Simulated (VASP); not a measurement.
Write the native input for VASP 6.6.1 that does the following.

| Quantity | Value |
| --- | --- |
| Task | single point |
| Functional | PBE |
| Potentials or basis | VASP PAW PBE potentials, release 64 (Na_pv, F) |
| Cutoff | 520 eV |
| k mesh | 2 × 2 × 2 |
| Occupations | gaussian, width 0.02 eV |
| Spin | collinear spin |
| Starting moments | [0.0, 0.0, 0.0, 0.0, 0.0, 0.0, 0.0, 0.0, 0.0, 0.0, 0.0, 0.22, 0.0, 0.0, 0.33, 0.0, 0.51] μB |
| Dipole correction | no |
| Further INCAR settings | LREAL = Auto; ALGO = Normal; EDIFF = 1e-07; NBANDS = 78 |

The structure of Na8F9 (a cell with a defect) lies in POSCAR:

```
Na8F9
1.0
    0.0000000000      4.6999823628     -4.6999823628
    4.6999823628      4.6999823628      0.0000000000
    4.6999823628      0.0000000000     -4.6999823628
Na F
8 9
Direct
    0.4856002265      0.0060018310      0.4945902603
    0.5095818059      0.4950121767      0.4903581167
    0.0183743243      0.0059740650      0.4945871751
   -0.0139215416      0.5055574291      0.5265811250
    0.5131571384     -0.0162586780     -0.0055303399
    0.4463186961      0.5014086901      0.0142351598
   -0.0111481269      0.0252490309      0.0013385157
    0.0424632445      0.5013196472      0.0141048402
    0.2491845521      0.7486804691      0.2496643411
    0.2498875335      0.2418260139      0.2628597098
    0.7569292234      0.7486360008      0.2496081707
    0.7501564321      0.2158514483      0.2883987418
    0.2501123215      0.7591310402      0.7451243919
    0.2642047149      0.2473963539      0.7504193054
    0.7478528064      0.8287637483      0.6801134033
    0.7424703394      0.2472667790      0.7503354753
    0.7796193086      0.5032838035      0.9416724699
```

The input as run:

INCAR

```
ALGO = Normal ; EDIFF = 1E-7
ENCUT = 520 ; GGA = PE
ISIF = 2 ; ISMEAR = 0
ISPIN = 2 ; LASPH = True
LCHARG = True ; LELF = True
LORBIT = 11 ; LREAL = Auto
LVHAR = True ; LWAVE = False
MAGMOM = 0 0 0 0 0 0 0 0 0 0 0 0.22 0 0 0.33 0 0.51 ; NBANDS = 78
NELM = 150 ; PREC = Accurate
SIGMA = 0.02
```

KPOINTS

```
k-points
0
Gamma
  2 2 2
```

Potentials or basis: VASP PAW PBE potentials, release 64 (Na_pv, F).

Run with:

```sh
$ cat potpaw_PBE.64/Na_pv/POTCAR potpaw_PBE.64/F/POTCAR > POTCAR
$ mpirun -np 1 vasp_std > vasp.out
```

It gave:

```json
{
  "Pressure": "5.0 GPa",
  "Largest force": "0.014 eV/Å",
  "Band gap on the k mesh": "0.74 eV",
  "Net moment": "1.00 μB per cell",
  "Site moments": "Na +0.00, -0.00 (each value once); F +0.00, -0.00, +0.19, +0.29, +0.45 (each value once) μB",
  "Valence electrons inside the program's atomic spheres": "Na 6.06, 6.04, 6.03, 6.07 (each value once); F 6.10, 6.13, 6.07, 6.12, 6.05, 6.00 (each value once)"
}
```

Caveat: the k points lie up to 0.58 Å⁻¹ apart.

Run time: 9.4 min on 1 thread of Intel(R) Xeon(R) Platinum 8259CL CPU @ 2.50GHz (Skylake/Cascade Lake) (shared host), peak memory 0.5 GiB.
